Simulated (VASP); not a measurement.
Write the native input for VASP 6.6.1 that does the following.

```yaml
Task: relaxation of cell and atoms
Functional: LDA
Potentials_or_basis: VASP PAW LDA potentials, release 64 (B, As)
Cutoff: 600 eV
k_mesh: 12 × 8 × 6
Occupations: fermi-dirac, width 0.05 eV
Spin: no spin polarisation
Dipole_correction: no
Further_INCAR_settings: ALGO = Normal; EDIFF = 1e-06; IBRION = 2; EDIFFG = -0.01; NSW = 60; ISIF = 3
```

The structure of BAs lies in POSCAR:

```
BAs
1.0
    2.1275493300      0.0000000000      0.0000000000
    0.0000000000      3.1740629400      0.0000000000
    0.0000000000      0.0000000000      4.9509801800
B As
1 1
Direct
    0.0000000000      0.5000000000      0.0000000000
    0.5000000000      0.5000000000      0.5000000000
```

One way to write it, as run:

INCAR

```
  PREC = Accurate
  ENCUT = 600
  EDIFF = 1E-6
  ISMEAR = -1
  SIGMA = 0.05
  LREAL = False
  LASPH = True
  NELM = 100
  ALGO = Normal
  ISIF = 3
  LWAVE = False
  LCHARG = False
  GGA = CA
  IBRION = 2
  NSW = 60
  EDIFFG = -0.01
```

KPOINTS

```
regular mesh
0
Gamma
  12 8 6
```

Potentials or basis: VASP PAW LDA potentials, release 64 (B, As).

The run is started by

```console
$ cat potpaw_LDA.64/B/POTCAR potpaw_LDA.64/As/POTCAR > POTCAR
$ mpirun -np 1 vasp_std > vasp.out
```

It gave:

```
Relaxed volume                        : 12.37 Å³/atom
Relaxed cell                          : a = 3.105 Å, b = 2.554 Å, c = 3.121 Å, α = 90.00°, β = 90.00°, γ = 90.00°
Space group after relaxing (to 0.1 Å) : P4/mmm (No. 123)
Energy gained by relaxing             : 1197.0 meV/atom
Ionic steps                           : 20
Pressure after relaxing               : 0.0 GPa
Band gap on the k mesh                : zero (bands 4 and 5 overlap by 5.23 eV)
```

Caveat: the volume moved by over 15 % at a fixed basis, so the end points are rough.

Wall time 2.6 min on 1 thread of Intel(R) Xeon(R) 6975P-C (Granite Rapids), on a shared host, peak memory 0.19 GiB.
